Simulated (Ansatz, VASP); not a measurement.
## BeSe: VASP beside Ansatz

INCAR

```
PREC = Accurate ; ENCUT = 600
EDIFF = 1E-6 ; ISMEAR = 1
SIGMA = 0.01 ; LREAL = False
LASPH = True ; NELM = 120
ALGO = Normal ; ISIF = 2
LWAVE = False ; LCHARG = False
GGA = PE ; NBANDS = 11
GGA_COMPAT = False
```

File KPOINTS:

```
regular mesh
0
Gamma
  6 6 6
```

POSCAR

```
BeSe
1.0
    0.0000000000      2.5350000000      2.5350000000
    2.5350000000      0.0000000000      2.5350000000
    2.5350000000      2.5350000000      0.0000000000
Be Se
1 1
Direct
    0.0000000000      0.0000000000      0.0000000000
    0.2500000000      0.2500000000      0.2500000000
```

Input for Ansatz:

```yaml
crystal:
  lattice:
    - [0.0, 2.535, 2.535]
    - [2.535, 0.0, 2.535]
    - [2.535, 2.535, 0.0]
  atoms:
    - { symbol: Be, position: [0.0, 0.0, 0.0] }
    - { symbol: Se, position: [0.25, 0.25, 0.25] }
basis:
  ecutwfc: 450.0
kpoints:
  mp_grid:
    grid: [6, 6, 6]
    shift: [0.0, 0.0, 0.0]
scf:
  occupations:
    method: methfessel_paxton
    width: 0.01
output:
  forces: true
  stress: true
```

Alike in both runs: task single point; functional PBE; k mesh 6 × 6 × 6; occupations methfessel-paxton of order 1, width 0.01 eV; no spin polarisation.

|  | VASP | Ansatz |
| --- | --- | --- |
| version | VASP 6.6.1 | Ansatz 0.2.0 |
| potentials or method | VASP PAW PBE potentials, release 64 (Be, Se), cutoff 600 eV | plane waves, PAW |
| valence electrons in the cell | 8 | 18 |

```csv
,VASP,Ansatz,Ansatz less VASP
pressure (GPa),5.6,5.4,-0.24
```

VASP's potentials hold 8 valence electrons a cell and Ansatz's 18, so a difference there can come from the potentials and not from the codes.
